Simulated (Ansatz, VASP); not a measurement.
Two plane-wave programs on SiC

INCAR

```
PREC = Accurate ; ENCUT = 520
EDIFF = 1E-8 ; ISMEAR = -1
SIGMA = 0.02 ; LREAL = F
LASPH = T ; NELM = 60
ALGO = Normal ; ISIF = 2
LWAVE = F ; LCHARG = F
GGA = PE ; LEFG = T
NBANDS = 36
```

Contents of KPOINTS:

```
Automatic mesh
0
Gamma
  10 10 2
```

Contents of POSCAR:

```
SiC
1.0
    1.5389000000     -2.6675000000      0.0000000000
    1.5389000000      2.6675000000      0.0000000000
    0.0000000000      0.0000000000     15.1219000000
Si C
6 6
Direct
    0.1666620609      0.8333379391      0.8577214520
    0.8333379391      0.1666620609      0.3577214520
    0.5001149274      0.4998850726      0.5245066742
    0.4998850726      0.5001149274      0.0245066742
    0.8334420063      0.1665579937      0.6912249934
    0.1580440531      0.8164182251      0.1898362790
    0.5001800044      0.4998199956      0.6498136388
    0.4998199956      0.5001800044      0.1498136388
    0.1666200921      0.8333799079      0.9826819951
    0.8333799079      0.1666200921      0.4826819951
    0.8333969726      0.1666030274      0.8161912464
    0.1666030274      0.8333969726      0.3161912464
```

Input for Ansatz:

```yaml
crystal:
  lattice:
    - [1.5389, -2.6675, 0.0]
    - [1.5389, 2.6675, 0.0]
    - [0.0, 0.0, 15.1219]
  atoms:
    - { symbol: Si, position: [0.1666620609, 0.8333379391, 0.857721452] }
    - { symbol: Si, position: [0.8333379391, 0.1666620609, 0.357721452] }
    - { symbol: Si, position: [0.5001149274, 0.4998850726, 0.5245066742] }
    - { symbol: Si, position: [0.4998850726, 0.5001149274, 0.0245066742] }
    - { symbol: Si, position: [0.8334420063, 0.1665579937, 0.6912249934] }
    - { symbol: Si, position: [0.1580440531, 0.8164182251, 0.189836279] }
    - { symbol: C, position: [0.5001800044, 0.4998199956, 0.6498136388] }
    - { symbol: C, position: [0.4998199956, 0.5001800044, 0.1498136388] }
    - { symbol: C, position: [0.1666200921, 0.8333799079, 0.9826819951] }
    - { symbol: C, position: [0.8333799079, 0.1666200921, 0.4826819951] }
    - { symbol: C, position: [0.8333969726, 0.1666030274, 0.8161912464] }
    - { symbol: C, position: [0.1666030274, 0.8333969726, 0.3161912464] }
kpoints:
  mp_grid: { grid: [10, 10, 2] }
scf:
  occupations: { method: fermi_dirac, width: 0.02 }
hamiltonian:
  xc: pbe
  pseudopotentials: { kind: paw }
output:
  forces: true
  stress: true
  populations: true
  efg: { contact_densities: true }
```

Alike in both runs: task electric field gradients; functional PBE; k mesh 10 × 10 × 2; occupations fermi-dirac, width 0.02 eV; no spin polarisation.

|  | VASP | Ansatz |
| --- | --- | --- |
| version | VASP 6.6.1 | Ansatz 0.2.0 |
| potentials or method | VASP PAW PBE potentials, release 64 (Si, C) | plane-wave PAW, scalar-relativistic |
| plane-wave cutoff (eV) | 520 | 420 |
| valence electrons in the cell | 48 | 48 |

Ansatz gave:

| Item | Value |
| --- | --- |
| gap on the k mesh at the Fermi level (eV) | 1.99 |
| pressure (GPa) | 3.3 |
| traceless stress, the component that is largest in VASP (GPa) | -0.61 |
| rms of the force components (eV/Å) | 0.234 |
| size of Vzz on the site where it differs most (V/Å²) | 13.5 |

Problem. Estimate VASP's values.

Solution. gap on the k mesh at the Fermi level (eV): 1.99; pressure (GPa): 3.2; traceless stress, the component that is largest in VASP (GPa): -0.61; rms of the force components (eV/Å): 0.234; size of Vzz on the site where it differs most (V/Å²): 14.0.

Atom by atom the forces differ by 0.001 eV/Å (rms over components).
